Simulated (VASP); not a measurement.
Set up this calculation in VASP 6.6.1, as the native input.

```
Task                   : single point
Functional             : LDA
Potentials or basis    : VASP PAW LDA potentials, release 64 (Hf_pv, C)
Cutoff                 : 520 eV
k mesh                 : 14 × 14 × 14
Occupations            : fermi-dirac, width 0.05 eV
Spin                   : no spin polarisation
Dipole correction      : no
Further INCAR settings : ALGO = Normal; EDIFF = 1e-06; NBANDS = 14
```

The structure of HfC lies in POSCAR:

```
HfC
1.0
    0.0000000000      2.2702394045      2.2702394045
    2.2702394045      0.0000000000      2.2702394045
    2.2702394045      2.2702394045      0.0000000000
Hf C
1 1
Direct
    0.0000000000      0.0000000000      0.0000000000
    0.5000000000      0.5000000000      0.5000000000
```

This cell differs from its parent crystal: volume scaled by 0.9405.

The input as run:

INCAR

```
  PREC = Accurate
  ENCUT = 520
  EDIFF = 1E-6
  ISMEAR = -1
  SIGMA = 0.05
  LREAL = False
  LASPH = True
  NELM = 60
  ALGO = Normal
  ISIF = 2
  LWAVE = False
  LCHARG = False
  NBANDS = 14
```

KPOINTS

```
regular mesh
0
Gamma
  14 14 14
```

Potentials or basis: VASP PAW LDA potentials, release 64 (Hf_pv, C).

Launch:

```sh
$ cat potpaw_LDA.64/Hf_pv/POTCAR potpaw_LDA.64/C/POTCAR > POTCAR
$ mpirun -np 1 vasp_std > vasp.out
```

Results of the run:

```
Pressure               : 6.6 GPa
Band gap on the k mesh : zero (band 7 reaches 7.49 eV, above the bottom of band 8 at 6.04 eV)
```

Caveat: spin-orbit coupling is left out, which moves the levels of the heavy elements.

It took 11 s on 1 thread of Intel Xeon 6975P-C, with other jobs on the host, peak memory 0.16 GiB.
